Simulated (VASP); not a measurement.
# Lu (P6_3/mmc) in VASP: electric field gradients with LDA

Aim: the electric field gradients of Lu with LDA.

Program: VASP 6.6.1. These are calculated values, not measurements. Logs are shortened: lines on timing, memory, paths and dates and some standing lists are left out, and cuts for length are marked.

## Step 1: The cell of the first run

The structure is hexagonal, space group P6_3/mmc (No. 194). The conventional cell has a = 3.510 Å, b = 3.510 Å, c = 5.567 Å, α = 90.00°, β = 90.00°, γ = 120.00°. Lu (site symmetry -6m2) has 12 Lu at 3.44 to 3.51 Å within 4.5 Å.

## Step 2: Electric field gradients, LDA

Contents of INCAR:

```
  PREC = Accurate
  ENCUT = 520
  EDIFF = 1E-8
  ISMEAR = -1
  SIGMA = 0.03
  LREAL = F
  LASPH = T
  NELM = 100
  ALGO = Normal
  ISIF = 2
  LWAVE = F
  LCHARG = F
  GGA = CA
  LEFG = T
  NBANDS = 32
```

Contents of KPOINTS:

```
Automatic mesh
0
Gamma
  13 13 8
```

Contents of POSCAR:

```
Lu
1.0
    3.5098988894      0.0000000000      0.0000000000
   -1.7549494447      3.0396616030      0.0000000000
    0.0000000000      0.0000000000      5.5666000000
Lu
2
Direct
    0.3333333333      0.6666666667      0.2500000000
    0.6666666667      0.3333333333      0.7500000000
```

Potentials or basis: VASP PAW PBE potentials, release 64 (Lu).

Run with:

```sh
$ cat potpaw_PBE.64/Lu/POTCAR > POTCAR
$ mpirun -np 1 vasp_std > vasp.out
```

OUTCAR:

```text
PREC = Accurate
   ENCUT = 520
   EDIFF = 1E-8
   ISMEAR = -1
   LREAL = F
   LASPH = T
   NELM = 100
   ISIF = 2
   GGA = CA

 ion  position               nearest neighbor table
   1  0.333  0.667  0.250-   2 3.44   2 3.44   2 3.44   2 3.44   2 3.44   2 3.44
   2  0.667  0.333  0.750-   1 3.44   1 3.44   1 3.44   1 3.44   1 3.44   1 3.44

  LATTYP: Found a hexagonal cell.
 ALAT       =     3.5098988894
 C/A-ratio  =     1.5859716121

  Lattice vectors:

 A1 = (   3.5098988894,   0.0000000000,   0.0000000000)
 A2 = (  -1.7549494447,   3.0396616030,   0.0000000000)
 A3 = (   0.0000000000,   0.0000000000,   5.5666000000)

Analysis of symmetry for initial positions (statically):
=====================================================================
 Subroutine PRICEL returns:
 Original cell was already a primitive cell.

 Routine SETGRP: Setting up the symmetry group for a
 hexagonal supercell.

 Subroutine GETGRP returns: Found 24 space group operations
 (whereof 12 operations were pure point group operations)
 out of a pool of 24 trial point group operations.

The static configuration has the point symmetry D_3d.
 The point group associated with its full space group is D_6h.

Analysis of symmetry for dynamics (positions and initial velocities):
=====================================================================
 Subroutine PRICEL returns:
 Original cell was already a primitive cell.

 Routine SETGRP: Setting up the symmetry group for a
 hexagonal supercell.

 Subroutine GETGRP returns: Found 24 space group operations
 (whereof 12 operations were pure point group operations)
 out of a pool of 24 trial point group operations.

The dynamic configuration has the point symmetry D_3d.
 The point group associated with its full space group is D_6h.

 Subroutine INISYM returns: Found 24 space group operations
 (whereof 12 operations are pure point group operations),
 and found     1 'primitive' translations

----------------------------------------------------------------------------------------

                                     Primitive cell

  volume of cell :      59.3895

  direct lattice vectors                    reciprocal lattice vectors
[... 116 lines left out ...]
   LEPSILON=     F    determine dielectric tensor
   LRPA    =     F    only Hartree local field effects (RPA)
 non-spin polarized calculation
  energy-cutoff  :      520.00
  volume of cell :       59.39
 maximum number of plane-waves:      1640
 NGX is ok and might be reduce to    28
   NGX = 13   NGY = 13   NGZ = 21

 number of electron      49.9999999 magnetization

 Free energy of the ion-electron system (eV)
  ---------------------------------------------------
  ext. energy  EPLUGINS =         0.00000000
  ---------------------------------------------------
  free energy    TOTEN  =       -10.25015309 eV

  energy without entropy =      -10.23937050  energy(sigma->0) =      -10.24476180

 E-fermi :   1.8545     XC(G=0): -10.8805

 val. band max:        1.8525867241   @ k =   0.2308   0.2308   0.3750
 cond. band min:       1.8644402419   @ k =   0.2308   0.1538   0.1250
 fundamental gap:      0.0118535179
 Fermi energy:         1.8545011958

 k-point     1 :       0.0000    0.0000    0.0000
  band No.  band energies     occupation
      1     -54.1071      2.00000
      2     -54.0752      2.00000
      3     -25.2133      2.00000
      4     -24.8094      2.00000
      5     -24.8094      2.00000
      6     -24.7338      2.00000
[... 829 lines left out ...]
     31       5.2166      0.00000
     32       5.2177      0.00000

 [... further k-points ...]
[... 5 lines left out ...]
  --------------------------------------------------------------------------------------
  -------------------------------------------------------------------------------------
  Total       -1.9288394     -1.9288394     -2.4775461      0.0000000      0.0000000      0.0000000
  in kB      -52.0351467    -52.0351467    -66.8378497      0.0000000      0.0000000      0.0000000
  external PRESSURE =     -56.9693810 kB  Pullay stress =       0.0000000 kB

 VOLUME and BASIS-vectors are now :
 -----------------------------------------------------------------------------
  energy-cutoff  :      520.00
  volume of cell :       59.39
      direct lattice vectors                 reciprocal lattice vectors
     3.509898889  0.000000000  0.000000000     0.284908492  0.164491995  0.000000000
    -1.754949445  3.039661603  0.000000000     0.000000000  0.328983989  0.000000000
     0.000000000  0.000000000  5.566600000     0.000000000  0.000000000  0.179642870

 POSITION                                       TOTAL-FORCE (eV/Angst)
 -----------------------------------------------------------------------------------
     -0.00000      2.02644      1.39165         0.000000     -0.000000      0.000000
      1.75495      1.01322      4.17495         0.000000      0.000000      0.000000
 -----------------------------------------------------------------------------------
    total drift:                               -0.000000      0.000000     -0.000000

  FREE ENERGIE OF THE ION-ELECTRON SYSTEM (eV)
  ---------------------------------------------------
  free  energy   TOTEN  =       -10.2501530890 eV

  energy  without entropy=      -10.2393705039  energy(sigma->0) =      -10.24476180

 Electric field gradients (V/A^2)
---------------------------------------------------------------------
 ion       V_xx      V_yy      V_zz      V_xy      V_xz      V_yz
---------------------------------------------------------------------
   1     -28.661   -28.661    57.323    -0.000     0.000    -0.000
   2     -28.661   -28.661    57.323    -0.000    -0.000     0.000
---------------------------------------------------------------------

 Electric field gradients after diagonalization (V/A^2)
 (convention: |V_zz| > |V_xx| > |V_yy|)
----------------------------------------------------------------------
 ion       V_xx      V_yy      V_zz     asymmetry (V_yy - V_xx)/ V_zz
----------------------------------------------------------------------
   1     -28.661   -28.661    57.323       0.000
   2     -28.661   -28.661    57.323       0.000
----------------------------------------------------------------------

           NMR quadrupolar parameters

 Cq : quadrupolar parameter    Cq=e*Q*V_zz/h
 eta: asymmetry parameters     (V_yy - V_xx)/ V_zz
 Q  : nuclear electric quadrupole moment in mb (millibarn)
----------------------------------------------------------------------
 ion       Cq(MHz)       eta       Q (mb)
----------------------------------------------------------------------
   1       0.139       0.000       1.000
   2       0.139       0.000       1.000
----------------------------------------------------------------------
```

OSZICAR:

```text
N       E                     dE             d eps       ncg     rms          rms(c)
DAV:   1     0.247294721203E+03    0.24729E+03   -0.19248E+04  9688   0.507E+03
DAV:   2     0.200838660532E+02   -0.22721E+03   -0.21832E+03  7328   0.559E+02
DAV:   3    -0.763187329880E+01   -0.27716E+02   -0.27260E+02  9536   0.119E+02
DAV:   4    -0.104312722395E+02   -0.27994E+01   -0.27802E+01 10504   0.256E+01
DAV:   5    -0.105087395644E+02   -0.77467E-01   -0.77442E-01 10128   0.459E+00    0.536E+00
DAV:   6    -0.102873746051E+02    0.22136E+00   -0.81617E-01 10256   0.121E+01    0.228E+00
DAV:   7    -0.102545481538E+02    0.32826E-01   -0.12038E-01  9656   0.212E+00    0.545E-01
DAV:   8    -0.102500175767E+02    0.45306E-02   -0.16663E-02 10736   0.978E-01    0.126E-01
DAV:   9    -0.102501506575E+02   -0.13308E-03   -0.17307E-03  9600   0.272E-01    0.111E-01
DAV:  10    -0.102501535353E+02   -0.28779E-05   -0.31008E-04 10168   0.161E-01    0.720E-03
DAV:  11    -0.102501527240E+02    0.81133E-06   -0.13917E-05  9408   0.268E-02    0.972E-03
DAV:  12    -0.102501530758E+02   -0.35174E-06   -0.17058E-06  9416   0.112E-02    0.129E-03
DAV:  13    -0.102501530891E+02   -0.13322E-07   -0.41323E-08  7928   0.211E-03    0.403E-04
DAV:  14    -0.102501530890E+02    0.65484E-10   -0.12236E-08  5488   0.118E-03
   1 F= -.10250153E+02 E0= -.10244762E+02  d E =-.107826E-01
```

It took 5.4 min on 1 thread of Intel Xeon 8259CL, shared host; peak memory 0.28 GiB.

What came out:

```yaml
Free_energy: -10.2502 eV
Pressure: -5.7 GPa
Band_gap_on_the_k_mesh: zero (bands 25 and 26 overlap by 1.65 eV)
Largest_electric_field_gradient_by_atom: Lu +57.3 V/Å²
```

Stress tensor (GPa, compression positive):
```
-5.20  0.00  0.00
 0.00 -5.20  0.00
 0.00  0.00 -6.68
```

Electric field gradients, principal values (V/Å²):
```csv
atom,least,middle,greatest (by size)
1 Lu,-28.661,-28.661,57.323
2 Lu,-28.661,-28.661,57.323
```

Caveat: the cell stands under tension; without QUAD_EFG the Cq values of the log hold for a quadrupole moment of 1 mb, not for the nuclei; the PAW data sets were made with another functional, which shifts forces and pressure a little; spin-orbit coupling is left out, which moves the levels of the heavy elements.
